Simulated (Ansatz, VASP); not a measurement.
# Two plane-wave programs on Zn

```
CELL_PARAMETERS angstrom
0.00000 1.96478 1.96478
1.96478 0.00000 1.96478
1.96478 1.96478 0.00000
ATOMIC_POSITIONS crystal
Zn 0.00000 0.00000 0.00000
```

Alike in both runs: functional PBE-based screened hybrid with a share of 0.25 of exact exchange and HFSCREEN = 0.3; k mesh 6 × 6 × 6; occupations fermi-dirac, width 0.05 eV; no spin polarisation.

```csv
,VASP,Ansatz
version,VASP 6.6.1,Ansatz 0.2.0
potentials or method,"VASP PAW PBE potentials, release 64 (Zn)",Ansatz PAW
plane-wave cutoff (eV),400,420
valence electrons in the cell,12,12
task,single point,band structure
```

VASP gave:

```
gap on the k mesh at the Fermi level (eV) : none
pressure (GPa)                            : -0.9
```

Q: What did Ansatz give for the same quantities?

A: gap on the k mesh at the Fermi level (eV): none; pressure (GPa): -0.2.

VASP's potentials were made for PBE, not for PBE-based screened hybrid. A gap of «none» marks a metal or a gap that the smearing closes. With one functional, cell and mesh, what is left measures potentials, basis and numerics.

The k mesh is coarse, so the values compare programs but aren't converged.
